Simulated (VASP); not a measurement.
Crystal: Be4CN.

```
Be C N
1.0
     1.97364   -2.60881    0.00000
     1.97364    2.60881    0.00000
     0.00000    0.00000    4.34214
Be C N
4 1 1
Direct
  0.68038 0.31962 0.00000
  0.18767 0.81233 0.50000
  0.81233 0.18767 0.50000
  0.31962 0.68038 0.00000
  0.00000 0.00000 0.00000
  0.50000 0.50000 0.50000
```

* Program: VASP 6.6.1
* Task: relaxation of cell and atoms
* Functional: PBE
* Potentials or basis: VASP PAW PBE potentials, release 64 (Be, C, N)
* Cutoff: 600 eV
* k mesh: 12 × 12 × 10
* Occupations: gaussian, width 0.1 eV
* Spin: no spin polarisation

At the start: pressure -0.1 GPa; volume 7.45 Å³/atom.

Task: Where does the relaxation end?

Result: Over 13 steps the energy falls by 2.3 meV/atom and the volume is 7.37 Å³/atom (-1.1 %); space group Cmmm (No. 65, to 0.05 Å).

The path:
| step | energy change (eV) | largest force (eV/Å) | pressure (GPa) | volume (Å³) |
| --- | --- | --- | --- | --- |
| 1 | 0.0000 | 0.0407 | -0.10 | 44.71 |
| 2 | -0.0026 | 0.0193 | -0.81 | 44.68 |
| 3 | -0.0026 | 0.0222 | -0.84 | 44.68 |
| 4 | -0.0049 | 0.0515 | -0.15 | 44.41 |
| 5 | -0.0060 | 0.0875 | 0.72 | 44.08 |
| 6 | -0.0080 | 0.0138 | 0.58 | 44.05 |
| 7 | -0.0092 | 0.1593 | 0.35 | 44.00 |
| 8 | -0.0103 | 0.1592 | 0.27 | 44.02 |
| 9 | -0.0124 | 0.1590 | 0.08 | 44.08 |
| 10 | -0.0125 | 0.1302 | -0.10 | 44.16 |
| 11 | -0.0133 | 0.0534 | 0.25 | 44.17 |
| 12 | -0.0136 | 0.0057 | 0.14 | 44.17 |
| 13 | -0.0136 | 0.0094 | 0.02 | 44.21 |

Final structure:
```
CELL_PARAMETERS angstrom
2.08010 -2.61370 0.00000
2.08010 2.61370 0.00000
0.00000 0.00000 4.06564
ATOMIC_POSITIONS crystal
Be 0.68002 0.31998 0.00000
Be 0.18787 0.81214 0.50000
Be 0.81214 0.18787 0.50000
Be 0.31998 0.68002 0.00000
C 0.00000 0.00000 0.00000
N 0.50000 0.50000 0.50000
```
